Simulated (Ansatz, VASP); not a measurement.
# Lu in VASP and in Ansatz

```
Lu
1.0
     0.00000    2.43598    2.43598
     2.43598    0.00000    2.43598
     2.43598    2.43598    0.00000
Lu
1
Cartesian
  0.0000 0.0000 0.0000
```

Alike in both runs: functional PBE; k mesh 20 × 20 × 20; occupations gaussian, width 0.1 eV; no spin polarisation.

Ansatz relaxed the structure, and its values are those at the end. VASP's run is a single point on that final structure, the one shown.

|  | VASP | Ansatz |
| --- | --- | --- |
| version | VASP 6.6.1 | Ansatz 0.2.0 |
| potentials or method | VASP PAW PBE potentials, release 64 (Lu), cutoff 520 eV | scalar-relativistic, plane waves, PAW |
| valence electrons in the cell | 25 | 25 |

```csv
,VASP,Ansatz,Ansatz less VASP
gap on the k mesh at the Fermi level (eV),none,none,-
pressure (GPa),0.1,0.0,-0.10
```

A gap of «none» marks a metal or a gap that the smearing closes.

Neither program's run includes spin-orbit coupling.
